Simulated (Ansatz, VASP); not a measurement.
**Te4W: VASP beside Ansatz**

```
Te W
1.0
     3.04244    1.75655    5.55606
    -3.04244    1.75655    5.55606
     0.00000   -3.51311    5.55606
Te W
4 1
Direct
  0.50000 0.50000 0.00000
  0.00000 0.50000 0.50000
  0.50000 0.00000 0.50000
  0.50000 0.50000 0.50000
  0.00000 0.00000 0.00000
```

Alike in both runs: functional PBE; k mesh 6 × 6 × 6; occupations gaussian, width 0.1 eV; no spin polarisation.

Ansatz relaxed the structure, and its values are those at the end. VASP's run is a single point on that final structure, the one shown.

```csv
,VASP,Ansatz
version,VASP 6.6.1,Ansatz 0.2.0
potentials or method,"VASP PAW PBE potentials, release 64 (Te, W_sv), cutoff 520 eV","scalar-relativistic, plane waves, PAW"
valence electrons in the cell,38,78
```

|  | VASP | Ansatz | Ansatz less VASP |
| --- | --- | --- | --- |
| gap on the k mesh at the Fermi level (eV) | none | none | - |
| pressure (GPa) | -0.1 | 0.0 | +0.07 |

A gap of «none» marks a metal or a gap that the smearing closes. VASP's potentials hold 38 valence electrons a cell and Ansatz's 78, so a difference there can come from the potentials and not from the codes.

Spin-orbit coupling is off throughout.
